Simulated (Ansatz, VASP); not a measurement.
**Si8O15: VASP beside Ansatz**

```
CELL_PARAMETERS angstrom
-4.22440 -4.22440 0.00000
4.22440 -4.22440 0.00000
0.00000 0.00000 5.37920
ATOMIC_POSITIONS crystal
Si 0.50000 0.50628 0.99102
Si 0.00000 0.50200 0.25000
Si 0.50000 0.50628 0.50898
Si 0.00000 0.50097 0.75000
Si 0.00000 0.99916 0.99921
Si 0.50000 0.00032 0.25000
Si 0.00000 0.99916 0.50079
Si 0.50000 0.00391 0.75000
O 0.19307 0.50187 0.99812
O 0.00000 0.19320 0.25000
O 0.80693 0.50187 0.99812
O 0.00000 0.80694 0.25000
O 0.19307 0.50187 0.50188
O 0.00000 0.19315 0.75000
O 0.80693 0.50187 0.50188
O 0.00000 0.80685 0.75000
O 0.69324 0.99436 0.99799
O 0.50000 0.69603 0.25000
O 0.30676 0.99436 0.99799
O 0.50000 0.30781 0.25000
O 0.69324 0.99436 0.50201
O 0.50000 0.29991 0.75000
O 0.30676 0.99436 0.50201
```

Alike in both runs: functional PBE; k mesh 2 × 2 × 2; occupations gaussian, width 0.05 eV; no spin polarisation.

Ansatz relaxed the structure, and its values are those at the end. VASP's run is a single point on that final structure, the one shown.

```csv
,VASP,Ansatz
version,VASP 6.6.1,Ansatz 0.2.0
potentials or method,"VASP PAW PBE potentials, release 64 (Si, O), cutoff 520 eV","scalar-relativistic, plane waves, PAW"
valence electrons in the cell,122,122
```

VASP gave:

* rms of the force components (eV/Å): 0.010

Question: Estimate Ansatz's values.

Answer: rms of the force components (eV/Å): 0.002.

The functional is the same, so the differences come from potentials, cutoffs and numerics.

The k mesh is coarse, so the values compare programs but aren't converged.
